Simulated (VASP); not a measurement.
# ScSn3Se (Pm-3m) in VASP: further runs

Runs on ScSn3Se. Level: PBE. Tasks: single point.

All numbers are computed with VASP 6.6.1; they aren't measurements. Logs are shortened: lines on timing, memory, paths and dates and some standing lists are left out, and cuts for length are marked.

### Step 1. The cell of the first run

The structure is cubic, space group Pm-3m (No. 221). The conventional cell has a = 5.440 Å, b = 5.440 Å, c = 5.440 Å, α = 90.00°, β = 90.00°, γ = 90.00°. Sc (site symmetry m-3m) has 6 Sn at 2.72 Å within 3.6 Å. Within 3.6 Å of Sn (site symmetry 4/mmm) lie 2 Sc at 2.72 Å. Within 5.1 Å of Se (site symmetry m-3m) lie 12 Sn at 3.85 Å and 8 Sc at 4.71 Å.

### Step 2. Single point, PBE

Input file INCAR:

```
SYSTEM = ScSn3Se
PREC = Accurate ; ENCUT = 520
EDIFF = 1E-6 ; ISMEAR = 0
SIGMA = 0.1 ; LREAL = .FALSE.
LASPH = .TRUE. ; NELM = 60
ALGO = Normal ; ISIF = 2
LWAVE = .FALSE. ; LCHARG = .TRUE.
GGA = PE ; LELF = .TRUE.
LVHAR = .TRUE. ; NBANDS = 38
```

Input file KPOINTS:

```
regular mesh
0
G
  4 4 4
  0 0 0
```

Input file POSCAR:

```
ScSn3Se
1.0
    5.4399625400      0.0000000000      0.0000000000
    0.0000000000      5.4399625400      0.0000000000
    0.0000000000      0.0000000000      5.4399625400
Sc Sn Se
1 3 1
Direct
    0.0000000000      0.0000000000      0.0000000000
    0.5000000000      0.0000000000      0.0000000000
    0.0000000000      0.5000000000      0.0000000000
    0.0000000000      0.0000000000      0.5000000000
    0.5000000000      0.5000000000      0.5000000000
```

Potentials or basis: VASP PAW PBE potentials, release 64 (Sc_sv, Sn_d, Se).

On the command line:

```console
cat potpaw_PBE.64/Sc_sv/POTCAR potpaw_PBE.64/Sn_d/POTCAR potpaw_PBE.64/Se/POTCAR > POTCAR
mpirun -np 1 vasp_std > vasp.out
```

OUTCAR:

```text
SYSTEM = ScSn3Se
   PREC = Accurate
   ENCUT = 520
   EDIFF = 1E-6
   ISMEAR = 0
   LREAL = .FALSE.
   LASPH = .TRUE.
   NELM = 60
   ISIF = 2
   GGA = PE

 ion  position               nearest neighbor table
   1  0.000  0.000  0.000-   2 2.72   3 2.72   4 2.72   4 2.72   3 2.72   2 2.72
   2  0.500  0.000  0.000-   1 2.72   1 2.72
   3  0.000  0.500  0.000-   1 2.72   1 2.72
   4  0.000  0.000  0.500-   1 2.72   1 2.72
   5  0.500  0.500  0.500-

  LATTYP: Found a simple cubic cell.
 ALAT       =     5.4399625400

  Lattice vectors:

 A1 = (   5.4399625400,   0.0000000000,   0.0000000000)
 A2 = (   0.0000000000,   5.4399625400,   0.0000000000)
 A3 = (   0.0000000000,   0.0000000000,   5.4399625400)

Analysis of symmetry for initial positions (statically):
=====================================================================
 Subroutine PRICEL returns:
 Original cell was already a primitive cell.

 Routine SETGRP: Setting up the symmetry group for a
 simple cubic supercell.

 Subroutine GETGRP returns: Found 48 space group operations
 (whereof 48 operations were pure point group operations)
 out of a pool of 48 trial point group operations.

The static configuration has the point symmetry O_h .

Analysis of symmetry for dynamics (positions and initial velocities):
=====================================================================
 Subroutine PRICEL returns:
 Original cell was already a primitive cell.

 Routine SETGRP: Setting up the symmetry group for a
 simple cubic supercell.

 Subroutine GETGRP returns: Found 48 space group operations
 (whereof 48 operations were pure point group operations)
 out of a pool of 48 trial point group operations.

The dynamic configuration has the point symmetry O_h .

 Subroutine INISYM returns: Found 48 space group operations
 (whereof 48 operations are pure point group operations),
 and found     1 'primitive' translations

----------------------------------------------------------------------------------------

                                     Primitive cell

  volume of cell :     160.9859

  direct lattice vectors                    reciprocal lattice vectors
     5.439962540  0.000000000  0.000000000     0.183824795  0.000000000  0.000000000
     0.000000000  5.439962540  0.000000000     0.000000000  0.183824795  0.000000000
     0.000000000  0.000000000  5.439962540     0.000000000  0.000000000  0.183824795

  length of vectors
     5.439962540  5.439962540  5.439962540     0.183824795  0.183824795  0.183824795

  position of ions in fractional coordinates (direct lattice)
     0.000000000  0.000000000  0.000000000
     0.500000000  0.000000000  0.000000000
     0.000000000  0.500000000  0.000000000
     0.000000000  0.000000000  0.500000000
     0.500000000  0.500000000  0.500000000

  ion indices of the primitive-cell ions
   primitive index   ion index
                 1           1
                 2           2
                 3           3
                 4           4
                 5           5

----------------------------------------------------------------------------------------

 KPOINTS: regular mesh

Automatic generation of k-mesh.
 Grid dimensions read from file:
 generate k-points for:    4    4    4

 Generating k-lattice:

  Cartesian coordinates                     Fractional coordinates (reciprocal lattice)
     0.045956199  0.000000000  0.000000000     0.250000000  0.000000000  0.000000000
     0.000000000  0.045956199  0.000000000     0.000000000  0.250000000  0.000000000
     0.000000000  0.000000000  0.045956199     0.000000000  0.000000000  0.250000000

  Length of vectors
     0.045956199  0.045956199  0.045956199

  Shift w.r.t. Gamma in fractional coordinates (k-lattice)
     0.000000000  0.000000000  0.000000000

 Subroutine IBZKPT returns following result:
 ===========================================

 Found     10 irreducible k-points:

 Following reciprocal coordinates:
            Coordinates               Weight
  0.000000  0.000000  0.000000      1.000000
  0.250000  0.000000  0.000000      6.000000
  0.500000  0.000000  0.000000      3.000000
  0.250000  0.250000  0.000000     12.000000
  0.500000  0.250000  0.000000     12.000000
  0.500000  0.500000  0.000000      3.000000
  0.250000  0.250000  0.250000      8.000000
  0.500000  0.250000  0.250000     12.000000
  0.500000  0.500000  0.250000      6.000000
  0.500000  0.500000  0.500000      1.000000
   k-points           NKPTS =     10   k-points in BZ     NKDIM =     10   number of bands    NBANDS=     38
   number of dos      NEDOS =    301   number of ions     NIONS =      5
   total plane-waves  NPLWV =  64000
   dimension x,y,z NGX =    40 NGY =   40 NGZ =   40
   dimension x,y,z NGXF=    80 NGYF=   80 NGZF=   80
   ions per type =               1   3   1
   NGX,Y,Z   is equivalent  to a cutoff of  12.22, 12.22, 12.22 a.u.
   NGXF,Y,Z  is equivalent  to a cutoff of  24.45, 24.45, 24.45 a.u.
 SYSTEM =  ScSn3Se
   PREC   = accura    normal or accurate (medium, high low for compatibility)
   ISTART =      0    job   : 0-new  1-cont  2-samecut
   ICHARG =      2    charge: 1-file 2-atom 10-const
   ISPIN  =      1    spin polarized calculation?
   LNONCOLLINEAR =      F non collinear calculations
   LSORBIT =      F    spin-orbit coupling
   LASPH  =      T    aspherical Exc in radial PAW
   ENCUT  =  520.0 eV  38.22 Ry    6.18 a.u.  10.11 10.11 10.11*2*pi/ulx,y,z
   NELM   =     60;   NELMIN=  2; NELMDL= -5     # of ELM steps
   EDIFF  = 0.1E-05   stopping-criterion for ELM
   LREAL  =      F    real-space projection
   EDIFFG = 0.1E-04   stopping-criterion for IOM
   NSW    =      0    number of steps for IOM
   IBRION =     -1    ionic relax: 0-MD 1-quasi-New 2-CG
   NFREE  =      0    steps in history (QN), initial steepest desc. (CG)
   ISIF   =      2    stress and relaxation
   ISYM   =      2    0-nonsym 1-usesym 2-fastsym
   POTIM  = 0.5000    time-step for ionic-motion
   TEBEG  =    0.0;   TEEND  =   0.0 temperature during run
   PSTRESS=    0.0 pullay stress
   NELECT =      59.0000    total number of electrons
   NUPDOWN=      -1.0000    fix difference up-down
   EMIN   =  10.00;   EMAX   =-10.00  energy-range for DOS
   EFERMI =   0.00;   METHOD = LEGACY
   ISMEAR =     0;   SIGMA  =   0.10  broadening in eV -4-tet -1-fermi 0-gaus
   EFERMI_NEDOS =   21; number of points for ismear=-14 and -15
   IALGO  =     38    algorithm
   IMIX   =      4    mixing-type and parameters
     AMIX     =   0.40;   BMIX     =  1.00
     AMIX_MAG =   1.60;   BMIX_MAG =  1.00
  volume/ion in A,a.u.               =      32.20       217.28
  Fermi-wavevector in a.u.,A,eV,Ry     =   1.171556  2.213919 18.674577  1.372543
  Thomas-Fermi vector in A             =   2.307998
   LORBIT       =      0    0 simple, 1 ext, 2 COOP (PROOUT), +10 PAW based schemes
   GGA     = PE    functional components
   LHFCALC =     F    Hartree Fock is set to
   AEXX    =    0.0000 exact exchange contribution
   IVDW    =     0    specifies the selected vdW correction
   LEPSILON=     F    determine dielectric tensor
   LRPA    =     F    only Hartree local field effects (RPA)
 non-spin polarized calculation
 Gauss-broadening in eV      SIGMA  =   0.10
  energy-cutoff  :      520.00
  volume of cell :      160.99
 maximum number of plane-waves:      4385
   NGX = 21   NGY = 21   NGZ = 21

 number of electron      58.9999987 magnetization

 Free energy of the ion-electron system (eV)
  ---------------------------------------------------
  ext. energy  EPLUGINS =         0.00000000
  ---------------------------------------------------
  free energy    TOTEN  =       -18.96350065 eV

  energy without entropy =      -18.93426621  energy(sigma->0) =      -18.94888343

 E-fermi :   3.8189     XC(G=0):  -9.0134

 val. band max:        3.8155952604   @ k =   0.2500   0.2500   0.0000
 cond. band min:       3.8697988777   @ k =   0.0000   0.0000   0.0000
 fundamental gap:      0.0542036172
 Fermi energy:         3.8188665938

 k-point     1 :       0.0000    0.0000    0.0000
  band No.  band energies     occupation
      1     -44.4327      2.00000
      2     -23.1915      2.00000
      3     -23.1915      2.00000
      4     -23.1915      2.00000
      5     -17.3462      2.00000
      6     -17.3462      2.00000
[... 30 lines left out ...]
     37       7.5472      0.00000
     38       7.8921      0.00000

 k-point     2 :       0.2500    0.0000    0.0000
  band No.  band energies     occupation
      1     -44.4324      2.00000
      2     -23.2060      2.00000
      3     -23.1920      2.00000
      4     -23.1920      2.00000
      5     -17.3460      2.00000
      6     -17.3422      2.00000
[... 30 lines left out ...]
     37       7.7472      0.00000
     38       7.9430      0.00000

 k-point     3 :       0.5000    0.0000    0.0000
  band No.  band energies     occupation
      1     -44.4322      2.00000
      2     -23.2204      2.00000
      3     -23.1926      2.00000
      4     -23.1926      2.00000
      5     -17.3457      2.00000
      6     -17.3358      2.00000
[... 30 lines left out ...]
     37       7.8107      0.00000
     38       8.1655      0.00000

 k-point     4 :       0.2500    0.2500    0.0000
  band No.  band energies     occupation
      1     -44.4322      2.00000
      2     -23.2065      2.00000
      3     -23.2065      2.00000
      4     -23.1926      2.00000
      5     -17.3437      2.00000
      6     -17.3412      2.00000
[... 30 lines left out ...]
     37       7.3345      0.00000
     38       7.8368      0.00000

 k-point     5 :       0.5000    0.2500    0.0000
  band No.  band energies     occupation
      1     -44.4320      2.00000
      2     -23.2209      2.00000
      3     -23.2071      2.00000
      4     -23.1931      2.00000
      5     -17.3429      2.00000
      6     -17.3363      2.00000
[... 30 lines left out ...]
     37       7.8375      0.00000
     38       7.9943      0.00000

 k-point     6 :       0.5000    0.5000    0.0000
  band No.  band energies     occupation
      1     -44.4318      2.00000
      2     -23.2215      2.00000
      3     -23.2215      2.00000
      4     -23.1936      2.00000
      5     -17.3367      2.00000
      6     -17.3367      2.00000
[... 30 lines left out ...]
     37       7.8945      0.00000
     38       7.9191      0.00000

 k-point     7 :       0.2500    0.2500    0.2500
  band No.  band energies     occupation
      1     -44.4320      2.00000
      2     -23.2071      2.00000
      3     -23.2071      2.00000
      4     -23.2071      2.00000
      5     -17.3412      2.00000
      6     -17.3412      2.00000
[... 30 lines left out ...]
     37       7.3833      0.00000
     38       7.3833      0.00000

 k-point     8 :       0.5000    0.2500    0.2500
  band No.  band energies     occupation
      1     -44.4318      2.00000
      2     -23.2215      2.00000
      3     -23.2076      2.00000
      4     -23.2076      2.00000
      5     -17.3413      2.00000
      6     -17.3372      2.00000
[... 30 lines left out ...]
     37       7.7125      0.00000
     38       8.0618      0.00000

 k-point     9 :       0.5000    0.5000    0.2500
  band No.  band energies     occupation
      1     -44.4316      2.00000
      2     -23.2220      2.00000
      3     -23.2220      2.00000
      4     -23.2081      2.00000
      5     -17.3393      2.00000
      6     -17.3371      2.00000
[... 30 lines left out ...]
     37       7.9408      0.00000
     38       7.9972      0.00000

 k-point    10 :       0.5000    0.5000    0.5000
  band No.  band energies     occupation
      1     -44.4314      2.00000
      2     -23.2225      2.00000
      3     -23.2225      2.00000
      4     -23.2225      2.00000
      5     -17.3418      2.00000
      6     -17.3375      2.00000
[... 30 lines left out ...]
     37       8.0817      0.00000
     38       8.0817      0.00000

------------------------ aborting loop because EDIFF is reached ----------------------------------------

  FORCE on cell =-STRESS in cart. coord.  units (eV):
  Direction    XX          YY          ZZ          XY          YZ          ZX
  --------------------------------------------------------------------------------------
  -------------------------------------------------------------------------------------
  Total        2.3588026      2.3588026      2.3588026      0.0000000     -0.0000000      0.0000000
  in kB       23.4754785     23.4754785     23.4754785      0.0000000     -0.0000000      0.0000000
  external PRESSURE =      23.4754785 kB  Pullay stress =       0.0000000 kB

 VOLUME and BASIS-vectors are now :
 -----------------------------------------------------------------------------
  energy-cutoff  :      520.00
  volume of cell :      160.99
      direct lattice vectors                 reciprocal lattice vectors
     5.439962540  0.000000000  0.000000000     0.183824795  0.000000000  0.000000000
     0.000000000  5.439962540  0.000000000     0.000000000  0.183824795  0.000000000
     0.000000000  0.000000000  5.439962540     0.000000000  0.000000000  0.183824795

 POSITION                                       TOTAL-FORCE (eV/Angst)
 -----------------------------------------------------------------------------------
      0.00000      0.00000      0.00000         0.000000      0.000000      0.000000
      2.71998      0.00000      0.00000         0.000000      0.000000      0.000000
      0.00000      2.71998      0.00000         0.000000      0.000000      0.000000
      0.00000      0.00000      2.71998         0.000000      0.000000      0.000000
      2.71998      2.71998      2.71998         0.000000      0.000000      0.000000
 -----------------------------------------------------------------------------------
    total drift:                               -0.000000      0.000000     -0.000000

  FREE ENERGIE OF THE ION-ELECTRON SYSTEM (eV)
  ---------------------------------------------------
  free  energy   TOTEN  =       -18.9635006528 eV

  energy  without entropy=      -18.9342662052  energy(sigma->0) =      -18.94888343
```

Run time: 34 s. Hardware: 1 thread of Intel Xeon 6975P-C (Granite Rapids), shared host; peak memory 0.26 GiB.

Results:

| Property | Result |
| --- | --- |
| Free energy | -18.9635 eV |
| Pressure | 2.3 GPa |

Caveat: spin-orbit coupling is left out, which moves the levels of the heavy elements.

### Step 3. Single point, PBE

This run uses another cell than the first one, of 34.11 Å³/atom, 1.059 times its volume.

Input file INCAR:

```
ALGO = Normal
EDIFF = 1E-6
ENCUT = 520
GGA = PE
ISIF = 2
ISMEAR = 0
LASPH = True
LCHARG = False
LREAL = False
LWAVE = False
NBANDS = 38
NELM = 80
PREC = Accurate
SIGMA = 0.1
```

Input file KPOINTS:

```
k-points
0
Gamma
  4 4 4
```

POSCAR: that of step 2 with these lines changed.

```diff
@@ -2,5 +2,5 @@
 1.0
-    5.4399625400      0.0000000000      0.0000000000
-    0.0000000000      5.4399625400      0.0000000000
-    0.0000000000      0.0000000000      5.4399625400
+    5.5456155550      0.0000000000      0.0000000000
+    0.0000000000      5.5456155550      0.0000000000
+    0.0000000000      0.0000000000      5.5456155550
 Sc Sn Se
```

Potentials or basis: VASP PAW PBE potentials, release 64 (Sc_sv, Sn_d, Se).

On the command line:

```console
cat potpaw_PBE.64/Sc_sv/POTCAR potpaw_PBE.64/Sn_d/POTCAR potpaw_PBE.64/Se/POTCAR > POTCAR
mpirun -np 1 vasp_std > vasp.out
```

It took 42 s on 1 thread of Intel Xeon 6975P-C (Granite Rapids), shared host; peak memory 0.28 GiB.

It converged, with:

| Item | Value |
| --- | --- |
| Free energy | -19.0394 eV |
| Pressure | 0.2 GPa |

Levels at points of the mesh, in eV from the Fermi level:
```
           k point  band 25  band 26  band 27  band 28  band 29  band 30  band 31  band 32  band 33  band 34
(0.00, 0.00, 0.00)    -2.21    -2.21     0.03     0.03     0.03     1.88     1.88     1.88     1.90     1.90
(0.50, 0.00, 0.00)    -1.58    -0.97    -0.84    -0.84    -0.84     0.74     0.74     0.89     0.92     1.94
(0.50, 0.50, 0.00)    -1.57    -1.34    -1.34    -1.12    -0.16    -0.07    -0.07     0.07     2.04     2.04
(0.50, 0.50, 0.50)    -2.77    -2.77    -2.77    -0.14    -0.14     0.60     0.60     0.60     3.98     3.98
```

Caveat: spin-orbit coupling is left out, which moves the levels of the heavy elements.

### Step 4. Single point, PBE

This run uses another cell than the first one, of 34.44 Å³/atom, 1.070 times its volume.

Input file INCAR:

```
SYSTEM = ScSn3Se
ALGO     = Normal         ! electronic algorithm
EDIFF    = 1E-7           ! SCF threshold, eV
ENCUT    = 520            ! plane-wave cutoff, eV
GGA      = PE             ! functional
ISIF     = 2              ! what is computed and relaxed
ISMEAR   = 0              ! smearing method
LASPH    = .TRUE.         ! aspherical terms in the spheres
LCHARG   = .TRUE.         ! write CHGCAR
LELF     = .TRUE.         ! ELF
LREAL    = .FALSE.        ! projectors in reciprocal space
LVHAR    = .TRUE.       
LWAVE    = .FALSE.        ! write WAVECAR
NBANDS   = 38             ! bands
NELM     = 80             ! most SCF steps
PREC     = Accurate       ! precision mode
SIGMA    = 0.1            ! smearing width, eV
```

Input file KPOINTS:

```
k-points
0
G
  8 8 8
  0 0 0
```

POSCAR: that of step 3 with these lines changed.

```diff
@@ -2,5 +2,5 @@
 1.0
-    5.5456155550      0.0000000000      0.0000000000
-    0.0000000000      5.5456155550      0.0000000000
-    0.0000000000      0.0000000000      5.5456155550
+    5.5633786342      0.0000000000      0.0000000000
+    0.0000000000      5.5633786342      0.0000000000
+    0.0000000000      0.0000000000      5.5633786342
 Sc Sn Se
```

On the command line:

```console
cat potpaw_PBE.64/Sc_sv/POTCAR potpaw_PBE.64/Sn_d/POTCAR potpaw_PBE.64/Se/POTCAR > POTCAR
mpirun -np 1 vasp_std > vasp.out
```

Run time: 2.3 min. Hardware: 1 thread of Intel Xeon 6975P-C (Granite Rapids), shared host; peak memory 0.39 GiB.

Results (log left out):

```
Free energy : -19.0584 eV
Pressure    : 0.0 GPa
```

Levels at points of the mesh, in eV from the Fermi level:
| k point | band 25 | band 26 | band 27 | band 28 | band 29 | band 30 | band 31 | band 32 | band 33 | band 34 |
| --- | --- | --- | --- | --- | --- | --- | --- | --- | --- | --- |
| (0.00, 0.00, 0.00) | -2.19 | -2.19 | 0.01 | 0.01 | 0.01 | 1.87 | 1.87 | 1.87 | 1.88 | 1.88 |
| (0.50, 0.00, 0.00) | -1.56 | -0.97 | -0.85 | -0.85 | -0.84 | 0.72 | 0.72 | 0.88 | 0.89 | 1.92 |
| (0.50, 0.50, 0.00) | -1.56 | -1.34 | -1.34 | -1.10 | -0.16 | -0.08 | -0.08 | 0.05 | 2.01 | 2.01 |
| (0.50, 0.50, 0.50) | -2.74 | -2.74 | -2.74 | -0.15 | -0.15 | 0.59 | 0.59 | 0.59 | 3.94 | 3.94 |

Caveat: spin-orbit coupling is left out, which moves the levels of the heavy elements.

### Step 5. Summary

```tsv
cell	k mesh	gap on the mesh (eV)	pressure (GPa)
a = 5.440 Å, 5 atoms	4 × 4 × 4	none	2.3
a = 5.546 Å, 5 atoms	4 × 4 × 4	none	0.2
a = 5.563 Å, 5 atoms	8 × 8 × 8	none	0.0
```

Alike in all rows: task single point; level PBE; potentials or basis VASP PAW PBE potentials, release 64 (Sc_sv, Sn_d, Se); no spin polarisation; cutoff (eV) 520; smearing gaussian 0.1 eV.

Caveats: spin-orbit coupling is left out, which moves the levels of the heavy elements.

Total energies depend on the potentials used, so only differences within one code and one set of settings carry meaning.
